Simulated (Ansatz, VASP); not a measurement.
## One calculation of BAs, two programs

```xyz
2
Lattice="0.0000 2.4043 2.4043 2.4043 0.0000 2.4043 2.4043 2.4043 0.0000" Properties=species:S:1:pos:R:3 pbc="T T T"
B     0.0000    0.0000    0.0000
As    3.6065    3.6065    3.6065
```

Change from the starting cell: volume scaled by 1.02, PAW files.

Alike in both runs: task electric field gradients; functional PBE; k mesh 13 × 13 × 13; occupations fermi-dirac, width 0.05 eV; no spin polarisation.

|  | VASP | Ansatz |
| --- | --- | --- |
| version | VASP 6.6.1 | Ansatz 0.2.0 |
| potentials or method | VASP PAW PBE potentials, release 64 (B, As) | PAW with Ansatz's default frozen-core files, scalar-relativistic |
| plane-wave cutoff (eV) | 520 | 420 |
| valence electrons in the cell | 8 | 18 |

|  | VASP | Ansatz | Ansatz less VASP |
| --- | --- | --- | --- |
| pressure (GPa) | 0.7 | 0.1 | -0.60 |

VASP's potentials hold 8 valence electrons a cell and Ansatz's 18, so a difference there can come from the potentials and not from the codes.
